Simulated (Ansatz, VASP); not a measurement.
## Two plane-wave programs on Sb5Se

The input INCAR:

```
  PREC = Accurate
  ENCUT = 600
  EDIFF = 1E-6
  ISMEAR = 0
  SIGMA = 0.1
  LREAL = F
  LASPH = T
  NELM = 60
  ALGO = Normal
  ISIF = 3
  LWAVE = F
  LCHARG = F
  GGA = PE
  IBRION = 2
  NSW = 90
  EDIFFG = -0.04
```

Contents of KPOINTS:

```
Automatic mesh
0
Gamma
  4 4 4
```

File POSCAR:

```
Sb5Se
1.0
    0.0000000000      4.5364456200      4.5364456200
    4.5364456200      0.0000000000      4.5364456200
    4.5364456200      4.5364456200      0.0000000000
Sb Se
5 1
Direct
    0.2500000000      0.2500000000      0.2500000000
    0.1261565700      0.6246144800      0.6246144800
    0.6246144800      0.6246144800      0.6246144800
    0.6246144800      0.6246144800      0.1261565700
    0.6246144800      0.1261565700      0.6246144800
    0.0000000000      0.0000000000      0.0000000000
```

Input for Ansatz:

```yaml
crystal:
  lattice:
    - [0.0, 4.53644562, 4.53644562]
    - [4.53644562, 0.0, 4.53644562]
    - [4.53644562, 4.53644562, 0.0]
  atoms:
    - { symbol: Sb, position: [0.25, 0.25, 0.25] }
    - { symbol: Sb, position: [0.12615657, 0.62461448, 0.62461448] }
    - { symbol: Sb, position: [0.62461448, 0.62461448, 0.62461448] }
    - { symbol: Sb, position: [0.62461448, 0.62461448, 0.12615657] }
    - { symbol: Sb, position: [0.62461448, 0.12615657, 0.62461448] }
    - { symbol: Se, position: [0.0, 0.0, 0.0] }
basis:
  ecutwfc: 420
kpoints:
  mp_grid: { grid: [4, 4, 4] }
hamiltonian:
  xc: pbe
scf:
  occupations: { method: gaussian, width: 0.1 }
  lower_state_search: "off"
output:
  forces: true
  stress: true
  eigenvalues: true
relax:
  adjacent_minimum: "off"
  f_tol: 0.04
  max_steps: 70
  cell: { stress_tol: 0.4 }
```

Change from the starting cell: species swapped into the Be5Pd type (F-43m, No. 216).

Alike in both runs: task relaxation of cell and atoms; functional PBE; k mesh 4 × 4 × 4; occupations gaussian, width 0.1 eV; no spin polarisation.

```csv
,VASP,Ansatz
version,VASP 6.6.1,Ansatz 0.2.0
potentials or method,"VASP PAW PBE potentials, release 64 (Sb, Se), cutoff 600 eV","scalar-relativistic, plane waves, PAW"
valence electrons in the cell,31,91
```

```tsv
	VASP	Ansatz	Ansatz less VASP
gap on the k mesh at the Fermi level, each at its own relaxed structure (eV)	none	none	-
relaxed volume (Å³/atom)	28.11	28.20	+0.088
relaxed length of the cell vector where the two differ most in proportion (Å)	6.202	6.208	+0.0065
```

A gap of «none» marks a metal or a gap that the smearing closes. VASP's potentials hold 31 valence electrons a cell and Ansatz's 91, so a difference there can come from the potentials and not from the codes.

Spin-orbit coupling is off throughout. Noted on VASP's run: too few bands were computed for a metal, which touches its energy and stress.
